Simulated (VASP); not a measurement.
A run of VASP 6.6.1 is set up as follows.

The input INCAR:

```
SYSTEM = Sr
ALGO = Normal
EDIFF = 1E-7
ENCUT = 520
GGA = PE
ISIF = 2
ISMEAR = -1
LASPH = .True.
LCHARG = .False.
LREAL = .False.
LWAVE = .False.
NBANDS = 11
NELM = 60
PREC = Accurate
SIGMA = 0.06122561905347299
```

File KPOINTS:

```
k-points
0
Gamma
  32 32 32
  0 0 0
```

Contents of POSCAR:

```
Sr
1.0
   -2.4131972166      2.4131972166      2.4131972166
    2.4131972166     -2.4131972166      2.4131972166
    2.4131972166      2.4131972166     -2.4131972166
Sr
1
Direct
    0.0000000000      0.0000000000      0.0000000000
```

Potentials or basis: VASP PAW PBE potentials, release 64 (Sr_sv).

The run is started by

```console
$ cat potpaw_PBE.64/Sr_sv/POTCAR > POTCAR
$ mpirun -np 1 vasp_std > vasp.out
```

Q: What does it give for the band gap on the k mesh?

A: Zero (bands 5 and 6 overlap by 0.45 eV).

Q: What does it give for the pressure?

A: -0.4 GPa.
